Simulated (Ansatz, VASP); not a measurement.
**Two plane-wave programs on KI**

```
CELL_PARAMETERS angstrom
2.44984 -4.24281 0.00000
2.44984 4.24281 0.00000
0.00000 0.00000 8.59082
ATOMIC_POSITIONS crystal
K 0.50000 0.50000 0.50000
K 0.50000 0.50000 0.00000
I 0.83340 0.16660 0.25000
I 0.16660 0.83340 0.75000
```

Alike in both runs: task single point; functional PBE; k mesh 6 × 6 × 2; no spin polarisation.

```csv
,VASP,Ansatz
version,VASP 6.6.1,Ansatz 0.2.0
potentials or method,"VASP PAW PBE potentials, release 64 (K_sv, I)","plane waves, PAW"
plane-wave cutoff (eV),520,420
occupations,"gaussian, width 0.01 eV",fixed
valence electrons in the cell,32,52
```

VASP gave:

```
gap on the k mesh at the Fermi level (eV) : 3.85
pressure (GPa)                            : 0.5
```

Task: What did Ansatz give for the same quantities?

Result: gap on the k mesh at the Fermi level (eV): 3.86; pressure (GPa): 0.4.

VASP's potentials hold 32 valence electrons a cell and Ansatz's 52, so a difference there can come from the potentials and not from the codes.

Spin-orbit coupling is off throughout.
